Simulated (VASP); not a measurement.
# RbAs2 (Fmmm) in VASP: single point with PBE

Aim: the single point of RbAs2 with PBE.

Program: VASP 6.6.1. These are calculated values, not measurements. Logs are shortened: lines on timing, memory, paths and dates and some standing lists are left out, and cuts for length are marked.

## Step 1: The cell of the first run

The structure is orthorhombic, space group Fmmm (No. 69). Conventional cell: a = 4.152 Å, b = 13.515 Å, c = 14.293 Å, α = 90.00°, β = 90.00°, γ = 90.00°. Rb (site symmetry mmm) has 6 As at 3.45 to 4.01 Å and 2 Rb at 4.15 Å within 4.5 Å. As (site symmetry m2m) has 2 As at 2.43 Å within 3.2 Å.

The cell was generated, and may not be a known phase.

## Step 2: Single point, PBE

Input file INCAR:

```
ALGO     = Normal         # electronic algorithm
EDIFF    = 1E-6           # SCF threshold, eV
ENCUT    = 520            # plane-wave cutoff, eV
GGA      = PE             # functional
ISIF     = 2              # what is computed and relaxed
ISMEAR   = 0              # smearing method
LASPH    = T              # aspherical terms in the spheres
LCHARG   = T              # write CHGCAR
LELF     = T              # ELF
LREAL    = F              # projectors in reciprocal space
LVHAR    = T            
LWAVE    = F              # write WAVECAR
NBANDS   = 16             # bands
NELM     = 80             # most SCF steps
PREC     = Accurate       # precision mode
SIGMA    = 0.1            # smearing width, eV
```

Input file KPOINTS:

```
k-points
0
Gamma
  12 12 12
```

Input file POSCAR:

```
RbAs2
1.0
    0.0000000000      7.1466786612      6.7575910358
    2.0761878543      0.0000000000      6.7575910358
    2.0761878543      7.1466786612      0.0000000000
Rb As
1 2
Direct
    0.5000000000      0.5000000000      0.5000000000
    0.2035243166      0.2035243166      0.7964756834
    0.7964756834      0.7964756834      0.2035243166
```

Potentials or basis: VASP PAW PBE potentials, release 64 (Rb_sv, As).

Command:

```
> cat potpaw_PBE.64/Rb_sv/POTCAR potpaw_PBE.64/As/POTCAR > POTCAR
> mpirun -np 1 vasp_std > vasp.out
```

OUTCAR:

```text
EDIFF = 1E-6
   ENCUT = 520
   GGA = PE
   ISIF = 2
   ISMEAR = 0
   LASPH = T
   LREAL = F
   NELM = 80
   PREC = Accurate

 ion  position               nearest neighbor table
   1  0.500  0.500  0.500-   2 3.45   2 3.45   3 3.45   3 3.45   2 4.01   3 4.01
   2  0.204  0.204  0.796-   3 2.43   3 2.43   1 3.45   1 3.45   1 4.01
   3  0.796  0.796  0.204-   2 2.43   2 2.43   1 3.45   1 3.45   1 4.01

  LATTYP: Found a face centered orthorhombic cell.
 ALAT       =     4.1523757086
 B/A-ratio  =     3.2548071321
 C/A-ratio  =     3.4422119590

  Lattice vectors:

 A1 = (  -0.0000000000,   7.1466786612,   6.7575910358)
 A2 = (  -2.0761878543,   7.1466786612,   0.0000000000)
 A3 = (  -2.0761878543,   0.0000000000,   6.7575910358)

Analysis of symmetry for initial positions (statically):
=====================================================================
 Subroutine PRICEL returns:
 Original cell was already a primitive cell.

 Routine SETGRP: Setting up the symmetry group for a
 face centered orthorhombic supercell.

 Subroutine GETGRP returns: Found  8 space group operations
 (whereof  8 operations were pure point group operations)
 out of a pool of  8 trial point group operations.

The static configuration has the point symmetry D_2h.

Analysis of symmetry for dynamics (positions and initial velocities):
=====================================================================
 Subroutine PRICEL returns:
 Original cell was already a primitive cell.

 Routine SETGRP: Setting up the symmetry group for a
 face centered orthorhombic supercell.

 Subroutine GETGRP returns: Found  8 space group operations
 (whereof  8 operations were pure point group operations)
 out of a pool of  8 trial point group operations.

The dynamic configuration has the point symmetry D_2h.

 Subroutine INISYM returns: Found  8 space group operations
 (whereof  8 operations are pure point group operations),
 and found     1 'primitive' translations

----------------------------------------------------------------------------------------

                                     Primitive cell

  volume of cell :     200.5362

  direct lattice vectors                    reciprocal lattice vectors
     0.000000000  7.146678661  6.757591036    -0.240825992  0.069962569  0.073990864
     2.076187854  0.000000000  6.757591036     0.240825992 -0.069962569  0.073990864
[... 88 lines left out ...]
   LREAL  =      F    real-space projection
   EDIFFG = 0.1E-04   stopping-criterion for IOM
   NSW    =      0    number of steps for IOM
   IBRION =     -1    ionic relax: 0-MD 1-quasi-New 2-CG
   NFREE  =      0    steps in history (QN), initial steepest desc. (CG)
   ISIF   =      2    stress and relaxation
   ISYM   =      2    0-nonsym 1-usesym 2-fastsym
   POTIM  = 0.5000    time-step for ionic-motion
   TEBEG  =    0.0;   TEEND  =   0.0 temperature during run
   PSTRESS=    0.0 pullay stress
   NELECT =      19.0000    total number of electrons
   NUPDOWN=      -1.0000    fix difference up-down
   EMIN   =  10.00;   EMAX   =-10.00  energy-range for DOS
   EFERMI =   0.00;   METHOD = LEGACY
   ISMEAR =     0;   SIGMA  =   0.10  broadening in eV -4-tet -1-fermi 0-gaus
   EFERMI_NEDOS =   21; number of points for ismear=-14 and -15
   IALGO  =     38    algorithm
   IMIX   =      4    mixing-type and parameters
     AMIX     =   0.40;   BMIX     =  1.00
     AMIX_MAG =   1.60;   BMIX_MAG =  1.00
  volume/ion in A,a.u.               =      66.85       451.10
  Fermi-wavevector in a.u.,A,eV,Ry     =   0.746326  1.410351  7.578474  0.557002
  Thomas-Fermi vector in A             =   1.842121
   LORBIT       =      0    0 simple, 1 ext, 2 COOP (PROOUT), +10 PAW based schemes
   GGA     = PE    functional components
   LHFCALC =     F    Hartree Fock is set to
   AEXX    =    0.0000 exact exchange contribution
   IVDW    =     0    specifies the selected vdW correction
   LEPSILON=     F    determine dielectric tensor
   LRPA    =     F    only Hartree local field effects (RPA)
 non-spin polarized calculation
 Gauss-broadening in eV      SIGMA  =   0.10
  energy-cutoff  :      520.00
  volume of cell :      200.54
 maximum number of plane-waves:      5442
 NGX is ok and might be reduce to    80
   NGX = 37   NGY = 27   NGZ = 27

 number of electron      19.0000000 magnetization

 Free energy of the ion-electron system (eV)
  ---------------------------------------------------
  ext. energy  EPLUGINS =         0.00000000
  ---------------------------------------------------
  free energy    TOTEN  =       -10.47118478 eV

  energy without entropy =      -10.46615308  energy(sigma->0) =      -10.46866893

 E-fermi :  -0.5644     XC(G=0):  -5.0262

 val. band max:       -0.6031284088   @ k =   0.5000   0.0000   0.4167
 cond. band min:      -0.5048549359   @ k =   0.5000  -0.3333   0.1667
 fundamental gap:      0.0982734729
 Fermi energy:        -0.5643770760

 k-point     1 :       0.0000    0.0000    0.0000
  band No.  band energies     occupation
      1     -28.5465      2.00000
      2     -13.1926      2.00000
      3     -12.7260      2.00000
      4     -12.6942      2.00000
      5     -12.5136      2.00000
      6      -7.8881      2.00000
[... 433 lines left out ...]
      3     -12.6922      2.00000
      4     -12.6775      2.00000
      5     -11.7154      2.00000
      6     -10.5402      2.00000
[... 8 lines left out ...]
     15       4.1520      0.00000
     16       4.2319      0.00000

 [... further k-points ...]

------------------------ aborting loop because EDIFF is reached ----------------------------------------

  FORCE on cell =-STRESS in cart. coord.  units (eV):
  Direction    XX          YY          ZZ          XY          YZ          ZX
  --------------------------------------------------------------------------------------
  -------------------------------------------------------------------------------------
  Total        0.1435435      0.0622603      0.0640477      0.0000000      0.0000000      0.0000000
  in kB        1.1468361      0.4974268      0.5117067      0.0000000      0.0000000      0.0000000
  external PRESSURE =       0.7186565 kB  Pullay stress =       0.0000000 kB

 VOLUME and BASIS-vectors are now :
 -----------------------------------------------------------------------------
  energy-cutoff  :      520.00
  volume of cell :      200.54
      direct lattice vectors                 reciprocal lattice vectors
     0.000000000  7.146678661  6.757591036    -0.240825992  0.069962569  0.073990864
     2.076187854  0.000000000  6.757591036     0.240825992 -0.069962569  0.073990864
     2.076187854  7.146678661  0.000000000     0.240825992  0.069962569 -0.073990864

 POSITION                                       TOTAL-FORCE (eV/Angst)
 -----------------------------------------------------------------------------------
      2.07619      7.14668      6.75759        -0.000000      0.000000     -0.000000
      2.07619      7.14668      2.75067         0.000000     -0.000000     -0.036140
      2.07619      7.14668     10.76451         0.000000     -0.000000      0.036140
 -----------------------------------------------------------------------------------
    total drift:                               -0.000000     -0.000000      0.000000

  FREE ENERGIE OF THE ION-ELECTRON SYSTEM (eV)
  ---------------------------------------------------
  free  energy   TOTEN  =       -10.4711847756 eV

  energy  without entropy=      -10.4661530761  energy(sigma->0) =      -10.46866893
```

stdout:

```text
POSCAR found type information on POSCAR RbAs
 POSCAR found :  2 types and       3 ions
 scaLAPACK will be used
 LDA part: xc-table for (Slater+PW92), standard interpolation
 POSCAR, INCAR and KPOINTS ok, starting setup
 FFT: planning ... GRIDC
 FFT: planning ... GRID_SOFT
 FFT: planning ... GRID
 WAVECAR not read
 entering main loop
```

Run time: 21 min. Hardware: 1 thread of AMD EPYC 9R45 (Zen 5), shared host; peak memory 1.1 GiB.

Results:

* Free energy: -10.4712 eV
* Pressure: 0.1 GPa
* Largest force: 0.036 eV/Å
* Band gap on the k mesh: zero (an odd number of electrons rules out a gap without spin polarisation)

Forces on the atoms (eV/Å):
```
Rb   0.000  0.000  0.000
As   0.000  0.000 -0.036
As   0.000  0.000  0.036
```

Caveat: an odd number of electrons without spin polarisation forces a metal; a magnetic or distorted state may lie lower.

The gap in the log of VASP goes by the Fermi energy; the results here count the filled bands.